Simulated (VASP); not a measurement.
Crystal: CsI.

```
CELL_PARAMETERS angstrom
4.66601 0.00000 0.00000
0.00000 4.66601 0.00000
0.00000 0.00000 4.66601
ATOMIC_POSITIONS crystal
Cs 0.00000 0.00000 0.00000
I 0.50000 0.50000 0.50000
```

- Program: VASP 6.6.1
- Task: relaxation of cell and atoms
- Functional: PBEsol
- Potentials or basis: VASP PAW PBE potentials, release 64 (Cs_sv, I)
- Cutoff: 500 eV
- k mesh: 6 × 6 × 6
- Occupations: fermi-dirac, width 0.02 eV
- Spin: no spin polarisation

At the start: pressure -1.0 GPa; volume 50.79 Å³/atom.

Q: Where does the relaxation end?

A: Over 4 steps the energy falls by 16.5 meV/atom and the volume is 45.92 Å³/atom (-9.6 %); space group Pm-3m (No. 221, to 0.1 Å) before and after.

The path:
```tsv
step	energy change (eV)	largest force (eV/Å)	pressure (GPa)	volume (Å³)
1	0.0000	0.0000	-0.98	101.59
2	-0.0227	0.0000	-0.61	97.07
3	-0.0330	0.0000	-0.08	92.45
4	-0.0331	0.0000	0.01	91.84
```

Final structure:
```
Cs I
1.0
     4.51173    0.00000    0.00000
     0.00000    4.51173    0.00000
     0.00000    0.00000    4.51173
Cs I
1 1
Direct
  0.00000 0.00000 0.00000
  0.50000 0.50000 0.50000
```

Caveat: the PAW data sets were made with another functional, which shifts forces and pressure a little.
